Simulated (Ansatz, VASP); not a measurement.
# SnTe in VASP and in Ansatz

```
CELL_PARAMETERS angstrom
0.00000 3.14723 3.14723
3.14723 0.00000 3.14723
3.14723 3.14723 0.00000
ATOMIC_POSITIONS crystal
Sn 0.50000 0.50000 0.50000
Te 0.00000 0.00000 0.00000
```

Alike in both runs: task single point; functional r2SCAN; k mesh 6 × 6 × 6; occupations gaussian, width 0.05 eV; no spin polarisation.

|  | VASP | Ansatz |
| --- | --- | --- |
| version | VASP 6.6.1 | Ansatz 0.2.0 |
| potentials or method | VASP PAW PBE potentials, release 64 (Sn_d, Te), cutoff 520 eV | scalar-relativistic, plane waves, PAW |
| valence electrons in the cell | 20 | 30 |

|  | VASP | Ansatz | Ansatz less VASP |
| --- | --- | --- | --- |
| gap on the k mesh at the Fermi level (eV) | 0.02 | 0.02 | +0.002 |
| least direct gap on the mesh (eV) | 0.02 | 0.02 | +0.002 |
| pressure (GPa) | 1.9 | 1.9 | -0.01 |

VASP's potentials were made for PBE, not for r2SCAN. The functional is the same, so the differences come from potentials, cutoffs and numerics. VASP's potentials hold 20 valence electrons a cell and Ansatz's 30, so a difference there can come from the potentials and not from the codes.

Neither program's run includes spin-orbit coupling.
